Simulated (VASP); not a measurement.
A run of VASP 6.6.1 is set up as follows.

POSCAR

```
CN2O
1.0
    7.7417530000      0.0000000000      0.0000000000
    0.0000000000      7.7417530000      0.0000000000
    0.0000000000      0.0000000000      7.7417530000
N O C
8 4 4
Direct
   -0.0179933408     -0.0381954836     -0.0445893843
   -0.0139503288     -0.0817256763     -0.1791971405
    1.0027186349      0.3757546902      0.7057703856
    0.8814799439      0.3867987005      0.6294827541
    0.8800590771      0.6630152112      0.3077080863
    0.8570152006      0.5966090626      0.1827751415
    0.4628021586      0.1172990148      0.7828847032
    0.5845058606      0.0603093382      0.7475826211
    0.4302772253      0.6608709939      0.8612132162
    0.2887718066      0.8283782756      0.3351566499
    0.2545935010      0.2257111535      0.1138501835
    0.7130684743      0.1650272232      0.2645524857
    0.5178930405      0.5432748888      0.8445503234
    0.3673199080      0.7066358227      0.3041042513
    0.2111924780      0.3020504529      0.2314204548
    0.6171987146      0.0601543346      0.2403073309
```

INCAR.step1

```
ALGO = Normal
EDIFF = 1E-5
ENCUT = 1100
GGA = PE
GGA_COMPAT = False
ISMEAR = -1
LASPH = True
LCHARG = False
LREAL = Auto
LWAVE = True
NBANDS = 54
NELM = 120
PREC = Accurate
SIGMA = 0.05
```

Contents of INCAR.step2:

```
ALGO = Normal
EDIFF = 1E-6
ENCUT = 1100
GGA_COMPAT = False
ISIF = 2
ISMEAR = -1
ISTART = 1
IVDW = 12
LASPH = True
LCHARG = False
LMIXTAU = True
LREAL = Auto
LWAVE = False
METAGGA = R2SCAN
NBANDS = 54
NELM = 120
PREC = Accurate
SIGMA = 0.05
VDW_A1 = 0.49484001
VDW_A2 = 5.73083694
VDW_S6 = 1.0
VDW_S8 = 0.78981345
```

KPOINTS

```
k-points
0
Gamma
  1 1 1
```

Potentials or basis: VASP PAW PBE potentials, release 64 (N_h, O_h, C_h).

Launch:

```sh
$ cat potpaw_PBE.64/N_h/POTCAR potpaw_PBE.64/O_h/POTCAR potpaw_PBE.64/C_h/POTCAR > POTCAR
$ cp INCAR.step1 INCAR
$ mpirun -np 1 vasp_gam > vasp.out
$ cp INCAR.step2 INCAR
$ mpirun -np 1 vasp_gam > vasp.out
```

(1) Predict the dispersion energy per atom.

(2) Predict the pressure.

(3) What does it give for the largest force?

Answers

(1) -0.023 eV.

(2) -1.0 GPa.

(3) 2.853 eV/Å.

Caveat: the k points lie up to 0.81 Å⁻¹ apart, too coarse for converged energies, forces and pressures; the atoms stand as in a frame of molecular dynamics; the PAW data sets were made with another functional, which shifts forces and pressure a little.
